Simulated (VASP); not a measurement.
# FePt (P1) in VASP: relaxation of cell and atoms with PBE

Aim: the relaxation of cell and atoms of FePt with PBE.

All numbers are computed with VASP 6.6.1; they aren't measurements. Logs are shortened: lines on timing, memory, paths and dates and some standing lists are left out, and cuts for length are marked.

## (1) The cell of the first run

The typed cell holds 4 atoms: a = 2.699 Å, b = 2.731 Å, c = 7.567 Å, α = 88.48°, β = 88.50°, γ = 90.67°.

## (2) Relaxation of cell and atoms, PBE, collinear spin, ferromagnetic start

INCAR

```
SYSTEM = FePt
PREC = Accurate
ENCUT = 600
EDIFF = 1E-7
ISMEAR = 0
SIGMA = 0.2
LREAL = .FALSE.
LASPH = .TRUE.
NELM = 200
ALGO = Normal
ISIF = 3
LWAVE = .FALSE.
LCHARG = .FALSE.
ISPIN = 2
MAGMOM = 3.28 3.28 0.42 0.42
LORBIT = 11
LMAXMIX = 4
GGA = PE
IBRION = 2
NSW = 80
EDIFFG = -0.025
GGA_COMPAT = .FALSE.
NELMIN = 4
KPAR = 4
```

KPOINTS

```
Automatic mesh
0
G
  8 8 4
  0 0 0
```

POSCAR

```
FePt
1.0
    2.6985113139     -0.0160809012      0.0357818795
   -0.0160809012      2.7302727212      0.0364555772
    0.0987334255      0.1005923687      7.5659195463
Fe Pt
2 2
Direct
    0.5316615253      0.4497927844      0.2486706256
    0.4894796755      0.5374659456      0.7380748716
   -0.0333228992      0.0093733209     -0.0116123936
    0.0121816985      0.0033679491      0.5248668965
```

Potentials or basis: VASP PAW PBE potentials, release 64 (Fe, Pt).

Run with:

```sh
> cat potpaw_PBE.64/Fe/POTCAR potpaw_PBE.64/Pt/POTCAR > POTCAR
> mpirun -np 4 vasp_std > vasp.out
```

OUTCAR:

```text
SYSTEM = FePt
   PREC = Accurate
   ENCUT = 600
   EDIFF = 1E-7
   ISMEAR = 0
   LREAL = .FALSE.
   LASPH = .TRUE.
   NELM = 200
   ISIF = 3
   ISPIN = 2
   LORBIT = 11
   GGA = PE
   IBRION = 2
   NSW = 80
   EDIFFG = -0.025
   NELMIN = 4

 ion  position               nearest neighbor table
   1  0.532  0.450  0.249-   3 2.60   3 2.70   4 2.74   4 2.75   3 2.81   3 2.93   4 2.93   4 2.95

   2  0.489  0.537  0.738-   4 2.43   4 2.44   4 2.57   4 2.60   3 2.67   3 2.70   3 2.71   3 2.71

   3  0.967  0.009  0.988-   1 2.60   2 2.67   1 2.70   2 2.70   2 2.71   2 2.71   1 2.81   1 2.93

   4  0.012  0.003  0.525-   2 2.43   2 2.44   2 2.57   2 2.60   1 2.74   1 2.75   1 2.93   1 2.95

  LATTYP: Found a triclinic cell.
 ALAT       =     7.9671469801
 B/A-ratio  =     0.3387406372
 C/A-ratio  =     0.3427278866
 COS(alpha) =     0.0116695005
 COS(beta)  =     0.0291830825
 COS(gamma) =     0.3138338497

  Lattice vectors:

 A1 = (   2.5997778884,  -0.1166732699,  -7.5301376668)
 A2 = (   2.6985113139,  -0.0160809012,   0.0357818795)
 A3 = (   0.0160809012,  -2.7302727212,  -0.0364555772)

Analysis of symmetry for initial positions (statically):
=====================================================================
 Subroutine PRICEL returns:
 Original cell was already a primitive cell.

 Routine SETGRP: Setting up the symmetry group for a
 triclinic supercell.

 Subroutine GETGRP returns: Found  1 space group operations
 (whereof  1 operations were pure point group operations)
 out of a pool of  2 trial point group operations.

The static configuration has the point symmetry C_1 .

Analysis of symmetry for dynamics (positions and initial velocities):
=====================================================================
 Subroutine PRICEL returns:
 Original cell was already a primitive cell.

 Routine SETGRP: Setting up the symmetry group for a
 triclinic supercell.

 Subroutine GETGRP returns: Found  1 space group operations
 (whereof  1 operations were pure point group operations)
 out of a pool of  2 trial point group operations.

The dynamic configuration has the point symmetry C_1 .

Analysis of structural, dynamic, and magnetic symmetry:
=====================================================================
 Subroutine PRICEL returns:
 Original cell was already a primitive cell.

 Routine SETGRP: Setting up the symmetry group for a
 triclinic supercell.

[... 136 lines left out ...]
   IVDW    =     0    specifies the selected vdW correction
   LEPSILON=     F    determine dielectric tensor
   LRPA    =     F    only Hartree local field effects (RPA)
 conjugate gradient relaxation of ions
 spin polarized calculation
 Gauss-broadening in eV      SIGMA  =   0.20
  energy-cutoff  :      600.00
  volume of cell :       55.72
 maximum number of plane-waves:      1882
 NGX is ok and might be reduce to    24
   NGX = 11   NGY = 11   NGZ = 31

--------------------------------------- Ionic step        1  -------------------------------------------

 number of electron      36.0000003 magnetization       6.5947443

 Free energy of the ion-electron system (eV)
  ---------------------------------------------------
  ext. energy  EPLUGINS =         0.00000000
  ---------------------------------------------------
  free energy    TOTEN  =       -29.16842165 eV

  energy without entropy =      -29.10490325  energy(sigma->0) =      -29.13666245

------------------------ aborting loop because EDIFF is reached ----------------------------------------

  FORCE on cell =-STRESS in cart. coord.  units (eV):
  Direction    XX          YY          ZZ          XY          YZ          ZX
  --------------------------------------------------------------------------------------
  -------------------------------------------------------------------------------------
  Total        3.0499458      1.6488967      1.9890467      0.1394213     -1.4324514     -0.6351167
  in kB       87.6958683     47.4111484     57.1915670      4.0088174    -41.1876394    -18.2616712
  external PRESSURE =      64.0995279 kB  Pullay stress =       0.0000000 kB
[... 95 lines left out ...]
  FREE ENERGIE OF THE ION-ELECTRON SYSTEM (eV)
  ---------------------------------------------------
  free  energy   TOTEN  =       -29.4500214360 eV

  energy  without entropy=      -29.3902964049  energy(sigma->0) =      -29.42015892

[... ionic steps 4 to 13 ...]

--------------------------------------- Ionic step       14  -------------------------------------------

 number of electron      35.9999999 magnetization       6.6442270

------------------------ aborting loop because EDIFF is reached ----------------------------------------
[... 71 lines left out ...]
--------------------------------------- Ionic step       16  -------------------------------------------

 number of electron      35.9999999 magnetization       6.6426922

 Free energy of the ion-electron system (eV)
  ---------------------------------------------------
  ext. energy  EPLUGINS =         0.00000000
  ---------------------------------------------------
  free energy    TOTEN  =       -29.66208922 eV

  energy without entropy =      -29.61334925  energy(sigma->0) =      -29.63771924

 E-fermi :   8.4699     XC(G=0): -12.9758

 val. band max:        8.4340565503   @ k =  -0.2500  -0.2500   0.2500
 cond. band min:       8.4916861795   @ k =   0.5000   0.0000   0.5000
 fundamental gap:      0.0576296292
 Fermi energy:         8.4699365806

 spin component 1

 k-point     1 :       0.0000    0.0000    0.0000
  band No.  band energies     occupation
      1      -0.9738      1.00000
      2       0.8589      1.00000
      3       2.2493      1.00000
      4       2.4374      1.00000
      5       2.8134      1.00000
      6       2.8925      1.00000
[... 685 lines left out ...]
     25      16.3146      0.00000
     26      16.5094      0.00000

 [... further k-points ...]

 spin component 2

 k-point     1 :       0.0000    0.0000    0.0000
  band No.  band energies     occupation
      1      -0.8329      1.00000
      2       0.9363      1.00000
      3       2.8366      1.00000
      4       2.8448      1.00000
      5       3.1528      1.00000
      6       3.2707      1.00000
[... 718 lines left out ...]
  FREE ENERGIE OF THE ION-ELECTRON SYSTEM (eV)
  ---------------------------------------------------
  free  energy   TOTEN  =       -29.6620892184 eV

  energy  without entropy=      -29.6133492530  energy(sigma->0) =      -29.63771924

 reached required accuracy - stopping structural energy minimisation

 total charge

# of ion       s       p       d       tot
------------------------------------------
    1        0.403   0.441   6.110   6.954
    2        0.404   0.441   6.111   6.956
    3        0.709   0.648   8.049   9.406
    4        0.709   0.648   8.049   9.406
--------------------------------------------------
tot          2.224   2.178  28.319  32.721

 magnetization (x)

# of ion       s       p       d       tot
------------------------------------------
    1        0.005  -0.004   2.950   2.951
    2        0.005  -0.004   2.949   2.949
    3       -0.025  -0.063   0.436   0.348
    4       -0.025  -0.063   0.435   0.348
--------------------------------------------------
tot         -0.040  -0.134   6.770   6.596
```

OSZICAR:

```text
N       E                     dE             d eps       ncg     rms          rms(c)
DAV:   1     0.298750130039E+03    0.29875E+03   -0.17911E+04 13768   0.174E+03
DAV:   2    -0.669827543488E+01   -0.30545E+03   -0.28423E+03 14036   0.367E+02
[... 204 lines left out ...]
DAV:   3    -0.296621615792E+02   -0.53243E-04   -0.57530E-04 19404   0.481E-01    0.109E-01
DAV:   4    -0.296620984478E+02    0.63131E-04   -0.35717E-04 19088   0.389E-01    0.380E-02
DAV:   5    -0.296620912191E+02    0.72287E-05   -0.42432E-05 20278   0.129E-01    0.221E-02
DAV:   6    -0.296620892307E+02    0.19884E-05   -0.82777E-06 20574   0.525E-02    0.697E-03
DAV:   7    -0.296620892121E+02    0.18622E-07   -0.17799E-06 19086   0.215E-02    0.422E-03
DAV:   8    -0.296620892184E+02   -0.63374E-08   -0.11292E-07  7286   0.716E-03
  16 F= -.29662089E+02 E0= -.29637719E+02  d E =-.120037E-03  mag=     6.6427
```

It took 10 min on 4 MPI ranks of Intel Xeon 6975P-C (Granite Rapids), shared host; peak memory 0.51 GiB.

Results:

| Property | Result |
| --- | --- |
| Free energy | -29.6621 eV |
| Relaxed volume | 13.99 Å³/atom |
| Relaxed cell | a = 2.731 Å, b = 2.730 Å, c = 7.507 Å, α = 90.00°, β = 90.00°, γ = 90.00° |
| Space group after relaxing (to 0.1 Å) | P4/mmm (No. 123) |
| Energy gained by relaxing | 123.4 meV/atom |
| Ionic steps | 16 |
| Pressure after relaxing | 0.1 GPa |
| Largest force after relaxing | 0.018 eV/Å |
| Net moment | 6.64 μB per cell |
| Site moments | Fe +2.95; Pt +0.35 μB |
| Valence electrons inside the program's atomic spheres | Fe 6.95, 6.96; Pt 9.41 |

Forces on the atoms (eV/Å):
```
Fe   0.001 -0.009 -0.002
Fe   0.000  0.003 -0.006
Pt   0.011  0.006  0.013
Pt  -0.012 -0.001 -0.005
```

The path:
| step | energy change (eV) | largest force (eV/Å) | pressure (GPa) | volume (Å³) |
| --- | --- | --- | --- | --- |
| 1 | 0.0000 | 2.7834 | 6.41 | 55.72 |
| 2 | -0.2268 | 0.4824 | -11.38 | 60.31 |
| 3 | -0.2816 | 0.8383 | -6.83 | 58.71 |
| 4 | -0.3994 | 0.6766 | 3.78 | 55.26 |
| 5 | -0.4035 | 0.6453 | 1.90 | 55.77 |
| 6 | -0.4529 | 0.4877 | 0.62 | 55.96 |
| 7 | -0.4710 | 0.4656 | -0.34 | 56.17 |
| 8 | -0.4869 | 0.2427 | 0.25 | 55.95 |
| 9 | -0.4891 | 0.2172 | 0.65 | 55.83 |
| 10 | -0.4913 | 0.0935 | -1.20 | 56.34 |
| 11 | -0.4917 | 0.1242 | -0.73 | 56.21 |
| 12 | -0.4932 | 0.0411 | 0.30 | 55.91 |
| 13 | -0.4933 | 0.0404 | 0.08 | 55.97 |
| 14 | -0.4935 | 0.0272 | -0.04 | 56.01 |
| 15 | -0.4935 | 0.0261 | -0.05 | 56.01 |
| 16 | -0.4937 | 0.0182 | 0.06 | 55.98 |

Final structure:
```yaml
crystal:
  lattice:
    - [2.73101, -0.00009, 0.00000]
    - [0.00008, 2.73032, 0.00024]
    - [-0.00028, -0.00073, 7.50746]
  atoms:
    - { symbol: Fe, position: [0.49992, 0.50050, 0.25002] }
    - { symbol: Fe, position: [0.50003, 0.49975, 0.75005] }
    - { symbol: Pt, position: [0.99893, 0.99956, 0.99985] }
    - { symbol: Pt, position: [0.00112, 0.00019, 0.50008] }
```

Levels at points of the mesh, in eV from the Fermi level:
Spin up:
| k point | band 20 | band 21 | band 22 | band 23 | band 24 | band 25 |
| --- | --- | --- | --- | --- | --- | --- |
| (0.00, 0.00, 0.00) | -0.77 | -0.49 | -0.41 | -0.41 | 2.21 | 9.50 |
| (0.50, 0.00, 0.00) | -0.53 | -0.42 | -0.41 | 0.13 | 2.05 | 4.64 |
| (0.00, 0.50, 0.00) | -0.53 | -0.42 | -0.41 | 0.14 | 2.05 | 4.65 |
| (0.50, 0.50, 0.00) | 0.60 | 1.68 | 1.68 | 6.82 | 6.82 | 7.55 |
| (0.00, 0.00, 0.50) | -1.03 | -0.62 | -0.62 | -0.46 | -0.45 | 12.99 |
| (0.50, 0.00, 0.50) | -0.93 | 0.02 | 0.02 | 1.62 | 1.63 | 6.38 |
| (0.00, 0.50, 0.50) | -0.93 | 0.02 | 0.02 | 1.63 | 1.63 | 6.38 |
| (0.50, 0.50, 0.50) | 0.60 | 4.01 | 4.01 | 4.02 | 4.02 | 7.64 |
Spin down:
```csv
k point,band 13,band 14,band 15,band 16,band 17,band 18,band 19,band 20
"(0.00, 0.00, 0.00)",-0.77,-0.68,-0.50,0.20,0.50,0.50,0.59,1.47
"(0.50, 0.00, 0.00)",-0.83,-0.42,-0.40,-0.32,0.58,0.75,0.95,1.50
"(0.00, 0.50, 0.00)",-0.83,-0.42,-0.40,-0.32,0.57,0.75,0.95,1.50
"(0.50, 0.50, 0.00)",0.99,1.00,1.26,1.65,1.73,1.73,1.74,1.74
"(0.00, 0.00, 0.50)",-0.60,-0.60,-0.46,-0.45,0.65,0.65,1.10,1.10
"(0.50, 0.00, 0.50)",-0.86,-0.86,-0.61,-0.61,1.14,1.14,1.18,1.18
"(0.00, 0.50, 0.50)",-0.86,-0.86,-0.61,-0.61,1.14,1.14,1.18,1.18
"(0.50, 0.50, 0.50)",0.49,0.49,0.99,0.99,1.25,1.25,1.73,1.73
```

Caveat: spin-orbit coupling is left out, which moves the levels of the heavy elements.
